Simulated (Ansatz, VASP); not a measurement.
# Two plane-wave programs on Li2Pt

Contents of INCAR:

```
ALGO = Normal ; EDIFF = 1E-8
ENCUT = 520 ; ISIF = 2
ISMEAR = -1 ; LASPH = True
LCHARG = False ; LEFG = True
LREAL = False ; LWAVE = False
NBANDS = 15 ; NELM = 80
PREC = Accurate ; SIGMA = 0.03
```

The input KPOINTS:

```
k-points
0
Gamma
  9 9 12
```

The input POSCAR:

```
Li2Pt
1.0
    4.1859989866      0.0209299949      0.0209299949
   -2.0748735860      3.6147164652      0.0076609098
    0.0133050000      0.0133050000      2.6610000000
Li Pt
2 1
Direct
    0.3333333333      0.6666666667      0.5000000000
    0.6666666667      0.3333333333      0.5000000000
    0.0000000000      0.0000000000      0.0000000000
```

Input for Ansatz:

```yaml
crystal:
  lattice:
    - [4.1859989866, 0.0209299949, 0.0209299949]
    - [-2.074873586, 3.6147164652, 0.0076609098]
    - [0.013305, 0.013305, 2.661]
  atoms:
    - { symbol: Li, position: [0.3333333333, 0.6666666667, 0.5] }
    - { symbol: Li, position: [0.6666666667, 0.3333333333, 0.5] }
    - { symbol: Pt, position: [0.0, 0.0, 0.0] }
kpoints:
  mp_grid: { grid: [9, 9, 12] }
scf:
  occupations: { method: fermi_dirac, width: 0.03 }
hamiltonian:
  xc: lda
  pseudopotentials: { kind: paw }
output:
  forces: true
  stress: true
  eigenvalues: true
  efg: { contact_densities: true }
```

Change from the starting cell: equal xy, yz and zx shear strains of +1 %, PAW files.

Alike in both runs: task electric field gradients; functional LDA; k mesh 9 × 9 × 12; occupations fermi-dirac, width 0.03 eV; no spin polarisation.

|  | VASP | Ansatz |
| --- | --- | --- |
| version | VASP 6.6.1 | Ansatz 0.2.0 |
| potentials or method | VASP PAW LDA potentials, release 64 (Li_sv, Pt) | PAW with Ansatz's default frozen-core files, scalar-relativistic |
| plane-wave cutoff (eV) | 520 | 420 |
| valence electrons in the cell | 16 | 24 |

```tsv
	VASP	Ansatz	Ansatz less VASP
rms of the force components (eV/Å)	0.010	0.010	0.0000
size of Vzz on the site where it differs most (V/Å²)	310.4	233.4	-77.04
```

LDA's correlation is that of Perdew and Zunger in VASP and of Perdew and Wang (1992) in Ansatz. Atom by atom the forces differ by 0.000 eV/Å (rms over components). VASP's potentials hold 16 valence electrons a cell and Ansatz's 24, so a difference there can come from the potentials and not from the codes.

Spin-orbit coupling is off throughout. Noted on VASP's run: the cutoff is short for stress, so the pressure is rough.
